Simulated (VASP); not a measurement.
**InAs: single point with PBEsol**

The system is InAs.

```
In As
1.0
     0.00000    3.04496    3.04496
     3.04496    0.00000    3.04496
     3.04496    3.04496    0.00000
In As
1 1
Direct
  0.00000 0.00000 0.00000
  0.25000 0.25000 0.25000
```

```
Program                : VASP 6.6.1
Task                   : single point
Functional             : PBEsol
Potentials or basis    : VASP PAW PBE potentials, release 64 (In_d, As)
Cutoff                 : 520 eV
k mesh                 : 6 × 6 × 6
Occupations            : fermi-dirac, width 0.02 eV
Spin                   : no spin polarisation
Dipole correction      : no
Further INCAR settings : ALGO = Normal; EDIFF = 1e-07; NBANDS = 16
```

* Pressure: 0.1 GPa
* Band gap on the k mesh: zero (filled and empty bands touch)

Levels at points of the mesh, in eV from the Fermi level:
```tsv
k point	band 7	band 8	band 9	band 10	band 11	band 12
(0.00, 0.00, 0.00)	-0.41	-0.01	-0.01	-0.01	3.83	3.83
(0.50, 0.00, 0.00)	-5.73	-0.98	-0.98	0.81	4.59	4.59
(0.50, 0.50, 0.00)	-5.81	-2.29	-2.29	1.45	1.96	8.93
```

Wall time 18 s on 1 thread of Intel Xeon 8259CL (shared host), peak memory 0.18 GiB.

Caveat: semilocal functionals underestimate gaps, so a narrow gap can read as zero; the PAW data sets were made with another functional, which shifts forces and pressure a little; spin-orbit coupling is left out, which moves the levels of the heavy elements.
